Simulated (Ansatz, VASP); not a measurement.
# One calculation of Ca, two programs

Contents of INCAR:

```
SYSTEM = Ca
PREC = Accurate
ENCUT = 520
EDIFF = 1E-6
ISMEAR = 0
SIGMA = 0.15
LREAL = .FALSE.
LASPH = .TRUE.
NELM = 60
ALGO = Fast
ISIF = 2
LWAVE = .FALSE.
LCHARG = .FALSE.
GGA = PE
NBANDS = 11
```

Contents of KPOINTS:

```
Automatic mesh
0
G
  14 14 14
  0 0 0
```

POSCAR

```
Ca
1.0
    0.0000000000      2.7942000000      2.7942000000
    2.9199390000      0.0000000000      2.7942000000
    2.9199390000      2.7942000000      0.0000000000
Ca
1
Direct
    0.0000000000      0.0000000000      0.0000000000
```

Input for Ansatz:

```yaml
crystal:
  lattice:
    - [0.0, 2.7942, 2.7942]
    - [2.919939, 0.0, 2.7942]
    - [2.919939, 2.7942, 0.0]
  atoms:
    - { symbol: Ca, position: [0.0, 0.0, 0.0] }
basis:
  ecutwfc: 420
kpoints:
  mp_grid: { grid: [14, 14, 14] }
hamiltonian:
  xc: pbe
scf:
  occupations: { method: gaussian, width: 0.15 }
output:
  forces: true
  stress: true
  eigenvalues: true
```

Change from the starting cell: strain +0.0450 x Voigt [1, 0, 0, 0, 0, 0], atoms carried along.

Alike in both runs: task single point; functional PBE; k mesh 14 × 14 × 14; occupations gaussian, width 0.15 eV; no spin polarisation.

|  | VASP | Ansatz |
| --- | --- | --- |
| version | VASP 6.6.1 | Ansatz 0.2.0 |
| potentials or method | VASP PAW PBE potentials, release 64 (Ca_sv), cutoff 520 eV | scalar-relativistic, plane waves, PAW |
| valence electrons in the cell | 10 | 10 |

```tsv
	VASP	Ansatz	Ansatz less VASP
gap on the k mesh at the Fermi level (eV)	none	none	-
pressure (GPa)	-1.2	-1.2	0.00
traceless stress, the component that is largest in VASP (GPa)	-0.27	-0.27	0.000
```

A gap of «none» marks a metal or a gap that the smearing closes. The functional is the same, so the differences come from potentials, cutoffs and numerics.
